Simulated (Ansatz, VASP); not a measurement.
## One calculation of In, two programs

Contents of INCAR:

```
PREC = Accurate
ENCUT = 520
EDIFF = 1E-6
ISMEAR = -1
SIGMA = 0.1
LREAL = F
LASPH = T
NELM = 100
ALGO = Normal
ISIF = 2
LWAVE = F
LCHARG = F
GGA = PE
NBANDS = 12
```

KPOINTS

```
regular mesh
0
Gamma
  12 12 14
```

Contents of POSCAR:

```
In
1.0
   -1.6482197047      1.6973406184      2.5249789927
    1.6973406184     -1.6482197047      2.5249789927
    1.6043570008      1.6043570008     -2.4927016059
In
1
Direct
    0.0000000000      0.0000000000      0.0000000000
```

Input for Ansatz:

```yaml
crystal:
  lattice:
    - [-1.6482197047, 1.6973406184, 2.5249789927]
    - [1.6973406184, -1.6482197047, 2.5249789927]
    - [1.6043570008, 1.6043570008, -2.4927016059]
  atoms:
    - { symbol: In, position: [0.0, 0.0, 0.0] }
hamiltonian:
  xc: pbe
  pseudopotentials:
    kind: paw
    azcp:
      In: "pseudopotentials/In.paw.azcp"
basis:
  ecutwfc: 420
  fft_grid_basis: typed
kpoints:
  mp_grid: { grid: [12, 12, 14], shift: [0, 0, 0] }
magnetization:
  spin_polarized: false
scf:
  occupations: { method: fermi_dirac, width: 0.1 }
  lower_state_search: "off"
output:
  stress: true
```

Alike in both runs: task single point; functional PBE; k mesh 12 × 12 × 14; occupations fermi-dirac, width 0.1 eV; no spin polarisation.

|  | VASP | Ansatz |
| --- | --- | --- |
| version | VASP 6.6.1 | Ansatz 0.2.0 |
| potentials or method | VASP PAW PBE potentials, release 64 (In_d), cutoff 520 eV | plane waves (420 eV) with PAW, scalar-relativistic |
| valence electrons in the cell | 13 | 13 |

|  | VASP | Ansatz | Ansatz less VASP |
| --- | --- | --- | --- |
| pressure (GPa) | 0.0 | 0.0 | +0.05 |
